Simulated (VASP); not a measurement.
# TiAl (Pm-3m) in VASP: notebook

The runs below take TiAl through single point, relaxation of cell and atoms, with r2SCAN.

Everything below comes from runs of VASP 6.6.1. Logs are shortened: lines on timing, memory, paths and dates and some standing lists are left out, and cuts for length are marked.

## (1) The cell of the first run

Symmetry: Pm-3m, No. 221, cubic system. The conventional cell has a = 3.132 Å, b = 3.132 Å, c = 3.132 Å, α = 90.00°, β = 90.00°, γ = 90.00°. Within 3.6 Å of Ti (site symmetry m-3m) lie 8 Al at 2.71 Å and 6 Ti at 3.13 Å. Al (site symmetry m-3m) has 8 Ti at 2.71 Å and 6 Al at 3.13 Å within 3.6 Å.

## (2) Single point, r2SCAN

POSCAR

```
TiAl
1.0
    3.1324393110      0.0000000000      0.0000000000
    0.0000000000      3.1324393110      0.0000000000
    0.0000000000      0.0000000000      3.1324393110
Ti Al
1 1
Direct
    0.0000000000      0.0000000000      0.0000000000
    0.5000000000      0.5000000000      0.5000000000
```

INCAR.step1

```
PREC     = Accurate       # precision mode
ENCUT    = 520            # plane-wave cutoff, eV
ISMEAR   = -1             # smearing method
SIGMA    = 0.05           # smearing width, eV
LREAL    = False          # projectors in reciprocal space
LASPH    = True           # aspherical terms in the spheres
NELM     = 80             # most SCF steps
NBANDS   = 14             # bands
GGA      = PE             # functional
ALGO     = Normal         # electronic algorithm
EDIFF    = 1E-4           # SCF threshold, eV
LWAVE    = True           # write WAVECAR
LCHARG   = False          # write CHGCAR
```

INCAR.step2

```
PREC     = Accurate       # precision mode
ENCUT    = 520            # plane-wave cutoff, eV
EDIFF    = 1E-7           # SCF threshold, eV
ISMEAR   = -1             # smearing method
SIGMA    = 0.05           # smearing width, eV
LREAL    = False          # projectors in reciprocal space
LASPH    = True           # aspherical terms in the spheres
NELM     = 80             # most SCF steps
ALGO     = Normal         # electronic algorithm
ISIF     = 2              # what is computed and relaxed
LWAVE    = False          # write WAVECAR
LCHARG   = False          # write CHGCAR
METAGGA  = R2SCAN         # meta-GGA
LMIXTAU  = True         
NBANDS   = 14             # bands
ISTART   = 1
```

KPOINTS

```
regular mesh
0
Gamma
  8 8 8
```

Potentials or basis: VASP PAW PBE potentials, release 64 (Ti_sv, Al).

On the command line:

```bash
cat potpaw_PBE.64/Ti_sv/POTCAR potpaw_PBE.64/Al/POTCAR > POTCAR
cp INCAR.step1 INCAR
mpirun -np 1 vasp_std > vasp.out
cp INCAR.step2 INCAR
mpirun -np 1 vasp_std > vasp.out
```

OUTCAR:

```text
PREC = Accurate
   ENCUT = 520
   EDIFF = 1E-7
   ISMEAR = -1
   LREAL = False
   LASPH = True
   NELM = 80
   ISIF = 2
   METAGGA = R2SCAN
   ISTART = 1

 ion  position               nearest neighbor table
   1  0.000  0.000  0.000-   2 2.71   2 2.71   2 2.71   2 2.71   2 2.71   2 2.71   2 2.71   2 2.71

   2  0.500  0.500  0.500-   1 2.71   1 2.71   1 2.71   1 2.71   1 2.71   1 2.71   1 2.71   1 2.71

  LATTYP: Found a simple cubic cell.
 ALAT       =     3.1324393110

  Lattice vectors:

 A1 = (   3.1324393110,   0.0000000000,   0.0000000000)
 A2 = (   0.0000000000,   3.1324393110,   0.0000000000)
 A3 = (   0.0000000000,   0.0000000000,   3.1324393110)

Analysis of symmetry for initial positions (statically):
=====================================================================
 Subroutine PRICEL returns:
 Original cell was already a primitive cell.

 Routine SETGRP: Setting up the symmetry group for a
 simple cubic supercell.

 Subroutine GETGRP returns: Found 48 space group operations
 (whereof 48 operations were pure point group operations)
 out of a pool of 48 trial point group operations.

The static configuration has the point symmetry O_h .

Analysis of symmetry for dynamics (positions and initial velocities):
=====================================================================
 Subroutine PRICEL returns:
 Original cell was already a primitive cell.

 Routine SETGRP: Setting up the symmetry group for a
 simple cubic supercell.

 Subroutine GETGRP returns: Found 48 space group operations
 (whereof 48 operations were pure point group operations)
 out of a pool of 48 trial point group operations.

The dynamic configuration has the point symmetry O_h .

 Subroutine INISYM returns: Found 48 space group operations
 (whereof 48 operations are pure point group operations),
 and found     1 'primitive' translations

----------------------------------------------------------------------------------------

                                     Primitive cell

  volume of cell :      30.7360

  direct lattice vectors                    reciprocal lattice vectors
     3.132439311  0.000000000  0.000000000     0.319240024  0.000000000  0.000000000
     0.000000000  3.132439311  0.000000000     0.000000000  0.319240024  0.000000000
     0.000000000  0.000000000  3.132439311     0.000000000  0.000000000  0.319240024

  length of vectors
     3.132439311  3.132439311  3.132439311     0.319240024  0.319240024  0.319240024

  position of ions in fractional coordinates (direct lattice)
     0.000000000  0.000000000  0.000000000
     0.500000000  0.500000000  0.500000000

  ion indices of the primitive-cell ions
   primitive index   ion index
                 1           1
                 2           2

----------------------------------------------------------------------------------------

 KPOINTS: regular mesh

Automatic generation of k-mesh.
 Grid dimensions read from file:
 generate k-points for:    8    8    8

 Generating k-lattice:

  Cartesian coordinates                     Fractional coordinates (reciprocal lattice)
     0.039905003  0.000000000  0.000000000     0.125000000  0.000000000  0.000000000
     0.000000000  0.039905003  0.000000000     0.000000000  0.125000000  0.000000000
     0.000000000  0.000000000  0.039905003     0.000000000  0.000000000  0.125000000

  Length of vectors
     0.039905003  0.039905003  0.039905003

  Shift w.r.t. Gamma in fractional coordinates (k-lattice)
     0.000000000  0.000000000  0.000000000

 Subroutine IBZKPT returns following result:
 ===========================================

 Found     35 irreducible k-points:

 Following reciprocal coordinates:
            Coordinates               Weight
  0.000000  0.000000  0.000000      1.000000
  0.125000  0.000000  0.000000      6.000000
  0.250000  0.000000  0.000000      6.000000
  0.375000  0.000000  0.000000      6.000000
  0.500000  0.000000  0.000000      3.000000
  0.125000  0.125000  0.000000     12.000000
[... 16 lines left out ...]
  0.375000  0.375000  0.125000     24.000000
  0.500000  0.375000  0.125000     24.000000
 [... further k-points ...]
   k-points           NKPTS =     35   k-points in BZ     NKDIM =     35   number of bands    NBANDS=     14
   number of dos      NEDOS =    301   number of ions     NIONS =      2
   total plane-waves  NPLWV =  13824
   dimension x,y,z NGX =    24 NGY =   24 NGZ =   24
   dimension x,y,z NGXF=    48 NGYF=   48 NGZF=   48
   ions per type =               1   1
   NGX,Y,Z   is equivalent  to a cutoff of  12.74, 12.74, 12.74 a.u.
   NGXF,Y,Z  is equivalent  to a cutoff of  25.47, 25.47, 25.47 a.u.
 SYSTEM =  unknown system
   PREC   = accura    normal or accurate (medium, high low for compatibility)
   ISTART =      1    job   : 0-new  1-cont  2-samecut
   ICHARG =      0    charge: 1-file 2-atom 10-const
   ISPIN  =      1    spin polarized calculation?
   LNONCOLLINEAR =      F non collinear calculations
   LSORBIT =      F    spin-orbit coupling
   LASPH  =      T    aspherical Exc in radial PAW
   ENCUT  =  520.0 eV  38.22 Ry    6.18 a.u.   5.82  5.82  5.82*2*pi/ulx,y,z
   NELM   =     80;   NELMIN=  2; NELMDL=  0     # of ELM steps
   EDIFF  = 0.1E-06   stopping-criterion for ELM
   LREAL  =      F    real-space projection
   EDIFFG = 0.1E-05   stopping-criterion for IOM
   NSW    =      0    number of steps for IOM
   IBRION =     -1    ionic relax: 0-MD 1-quasi-New 2-CG
   NFREE  =      0    steps in history (QN), initial steepest desc. (CG)
   ISIF   =      2    stress and relaxation
   ISYM   =      2    0-nonsym 1-usesym 2-fastsym
   POTIM  = 0.5000    time-step for ionic-motion
   TEBEG  =    0.0;   TEEND  =   0.0 temperature during run
   PSTRESS=    0.0 pullay stress
   NELECT =      15.0000    total number of electrons
   NUPDOWN=      -1.0000    fix difference up-down
   EMIN   =  10.00;   EMAX   =-10.00  energy-range for DOS
   EFERMI =   0.00;   METHOD = LEGACY
   ISMEAR =    -1;   SIGMA  =   0.05  broadening in eV -4-tet -1-fermi 0-gaus
   EFERMI_NEDOS =   21; number of points for ismear=-14 and -15
   IALGO  =     38    algorithm
   IMIX   =      4    mixing-type and parameters
     AMIX     =   0.40;   BMIX     =  1.00
     AMIX_MAG =   1.60;   BMIX_MAG =  1.00
  volume/ion in A,a.u.               =      15.37       103.71
  Fermi-wavevector in a.u.,A,eV,Ry     =   1.288910  2.435687 22.603208  1.661289
  Thomas-Fermi vector in A             =   2.420835
   LORBIT       =      0    0 simple, 1 ext, 2 COOP (PROOUT), +10 PAW based schemes
   METAGGA = R2SCAN    functional components
   LHFCALC =     F    Hartree Fock is set to
   AEXX    =    0.0000 exact exchange contribution
   IVDW    =     0    specifies the selected vdW correction
   LEPSILON=     F    determine dielectric tensor
   LRPA    =     F    only Hartree local field effects (RPA)
 non-spin polarized calculation
  energy-cutoff  :      520.00
  volume of cell :       30.74
 maximum number of plane-waves:       852
 NGX is ok and might be reduce to    24
   NGX = 11   NGY = 11   NGZ = 11

 number of electron      14.9999994 magnetization

 Free energy of the ion-electron system (eV)
  ---------------------------------------------------
  ext. energy  EPLUGINS =         0.00000000
  ---------------------------------------------------
  free energy    TOTEN  =       -20.29448018 eV

  energy without entropy =      -20.27626541  energy(sigma->0) =      -20.28537280

 E-fermi :   9.2966     XC(G=0): -12.1075

 val. band max:        9.2643142312   @ k =   0.5000   0.3750   0.2500
 cond. band min:       9.3079453678   @ k =   0.3750   0.3750   0.2500
 fundamental gap:      0.0436311365
 Fermi energy:         9.2965984002

 k-point     1 :       0.0000    0.0000    0.0000
  band No.  band energies     occupation
      1     -49.8802      2.00000
      2     -25.0309      2.00000
      3     -25.0309      2.00000
      4     -25.0309      2.00000
      5      -0.7545      2.00000
      6       7.5716      2.00000
      7       7.5716      2.00000
      8      11.4576      0.00000
      9      11.4576      0.00000
     10      11.4576      0.00000
     11      14.1605      0.00000
     12      14.1605      0.00000
     13      14.1605      0.00000
     14      18.6386      0.00000

 k-point     2 :       0.1250    0.0000    0.0000
  band No.  band energies     occupation
      1     -49.8774      2.00000
      2     -25.0631      2.00000
      3     -25.0282      2.00000
      4     -25.0281      2.00000
      5      -0.4836      2.00000
      6       7.4115      2.00000
      7       7.6975      2.00000
      8      11.0215      0.00000
      9      11.0215      0.00000
     10      11.4903      0.00000
     11      13.2492      0.00000
     12      14.7889      0.00000
     13      14.7889      0.00000
     14      18.2694      0.00000

 k-point     3 :       0.2500    0.0000    0.0000
  band No.  band energies     occupation
      1     -49.8704      2.00000
      2     -25.1400      2.00000
      3     -25.0215      2.00000
      4     -25.0215      2.00000
      5       0.3042      2.00000
      6       6.5985      2.00000
      7       8.0303      2.00000
      8      10.3065      0.00000
      9      10.3065      0.00000
     10      11.5704      0.00000
     11      12.3744      0.00000
     12      16.1072      0.00000
     13      16.1072      0.00000
     14      17.3600      0.00000
[... 324 lines left out ...]
 k-point    23 :       0.3750    0.3750    0.1250
  band No.  band energies     occupation
      1     -49.8446      2.00000
      2     -25.1884      2.00000
      3     -25.1849      2.00000
      4     -25.0280      2.00000
      5       3.3531      2.00000
      6       6.3815      2.00000
      7       6.8717      2.00000
      8       8.9121      1.99909
      9      10.1631      0.00000
     10      10.3999      0.00000
     11      12.5840      0.00000
     12      14.4570      0.00000
     13      15.8530      0.00000
     14      17.2162      0.00000

 k-point    24 :       0.5000    0.3750    0.1250
  band No.  band energies     occupation
      1     -49.8418      2.00000
      2     -25.2162      2.00000
      3     -25.1824      2.00000
      4     -25.0251      2.00000
      5       3.8843      2.00000
      6       5.9322      2.00000
      7       7.1042      2.00000
      8       8.5875      2.00000
      9      10.3666      0.00000
     10      10.3913      0.00000
     11      12.4338      0.00000
     12      14.7381      0.00000
     13      14.9379      0.00000
     14      17.4488      0.00000

 [... further k-points ...]

------------------------ aborting loop because EDIFF is reached ----------------------------------------

  FORCE on cell =-STRESS in cart. coord.  units (eV):
  Direction    XX          YY          ZZ          XY          YZ          ZX
  --------------------------------------------------------------------------------------
  -------------------------------------------------------------------------------------
  Total        0.9851503      0.9851503      0.9851503      0.0000000      0.0000000     -0.0000000
  in kB       51.3529133     51.3529133     51.3529133      0.0000000      0.0000000     -0.0000000
  external PRESSURE =      51.3529133 kB  Pullay stress =       0.0000000 kB

 VOLUME and BASIS-vectors are now :
 -----------------------------------------------------------------------------
  energy-cutoff  :      520.00
  volume of cell :       30.74
      direct lattice vectors                 reciprocal lattice vectors
     3.132439311  0.000000000  0.000000000     0.319240024  0.000000000  0.000000000
     0.000000000  3.132439311  0.000000000     0.000000000  0.319240024  0.000000000
     0.000000000  0.000000000  3.132439311     0.000000000  0.000000000  0.319240024

 POSITION                                       TOTAL-FORCE (eV/Angst)
 -----------------------------------------------------------------------------------
      0.00000      0.00000      0.00000         0.000000      0.000000      0.000000
      1.56622      1.56622      1.56622         0.000000      0.000000      0.000000
 -----------------------------------------------------------------------------------
    total drift:                               -0.000000      0.000000      0.000000

  FREE ENERGIE OF THE ION-ELECTRON SYSTEM (eV)
  ---------------------------------------------------
  free  energy   TOTEN  =       -20.2944801821 eV

  energy  without entropy=      -20.2762654125  energy(sigma->0) =      -20.28537280
```

Wall time 79 s (1 thread of Intel Xeon 8259CL, shared host); peak memory 0.15 GiB.

Results:

```
Free energy            : -20.2945 eV
Pressure               : 5.1 GPa
Band gap on the k mesh : zero (an odd number of electrons rules out a gap without spin polarisation)
```

Caveat: the cell stands under pressure; the PAW data sets were made with another functional, which shifts forces and pressure a little.

## (3) Single point, r2SCAN

This run uses another cell than the first one, of 15.97 Å³/atom.

POSCAR

```
TiAl
1.0
    3.1728749405      0.0000000000      0.0000000000
    0.0000000000      3.1728749405      0.0000000000
    0.0000000000      0.0000000000      3.1728749405
Ti Al
1 1
Direct
    0.0000000000      0.0000000000      0.0000000000
    0.5000000000      0.5000000000      0.5000000000
```

INCAR.step1

```
PREC = Accurate
ENCUT = 520
ISMEAR = -1
SIGMA = 0.05
LREAL = F
LASPH = T
NELM = 100
NBANDS = 14
GGA = PE
ALGO = Normal
EDIFF = 1E-4
LWAVE = T
LCHARG = F
```

INCAR.step2

```
PREC = Accurate
ENCUT = 520
EDIFF = 1E-6
ISMEAR = -1
SIGMA = 0.05
LREAL = F
LASPH = T
NELM = 100
ALGO = Normal
ISIF = 2
LWAVE = F
LCHARG = F
METAGGA = R2SCAN
LMIXTAU = T
NBANDS = 14
ISTART = 1
```

KPOINTS is that of step 2.

Potentials or basis: VASP PAW PBE potentials, release 64 (Ti_sv, Al).

On the command line:

```bash
cat potpaw_PBE.64/Ti_sv/POTCAR potpaw_PBE.64/Al/POTCAR > POTCAR
cp INCAR.step1 INCAR
mpirun -np 1 vasp_std > vasp.out
cp INCAR.step2 INCAR
mpirun -np 1 vasp_std > vasp.out
```

Run time: 75 s. Hardware: 1 thread of Intel Xeon 8259CL, shared host; peak memory 0.15 GiB.

Results (log left out):

```
Free energy            : -20.3142 eV
Pressure               : 0.0 GPa
Band gap on the k mesh : zero (an odd number of electrons rules out a gap without spin polarisation)
```

Levels at points of the mesh, in eV from the Fermi level:
| k point | band 4 | band 5 | band 6 | band 7 | band 8 | band 9 | band 10 | band 11 |
| --- | --- | --- | --- | --- | --- | --- | --- | --- |
| (0.00, 0.00, 0.00) | -34.42 | -9.88 | -1.63 | -1.63 | 2.07 | 2.07 | 2.07 | 4.66 |
| (0.50, 0.00, 0.00) | -34.40 | -6.44 | -5.61 | -0.65 | 0.29 | 0.29 | 2.28 | 3.13 |
| (0.50, 0.50, 0.00) | -34.39 | -5.24 | -2.40 | -2.40 | -1.63 | 0.89 | 0.89 | 2.85 |
| (0.50, 0.50, 0.50) | -34.56 | -3.28 | -3.28 | -3.28 | 0.97 | 2.90 | 2.90 | 2.90 |

Caveat: the PAW data sets were made with another functional, which shifts forces and pressure a little.

(Part 1 of 2 ends here.)
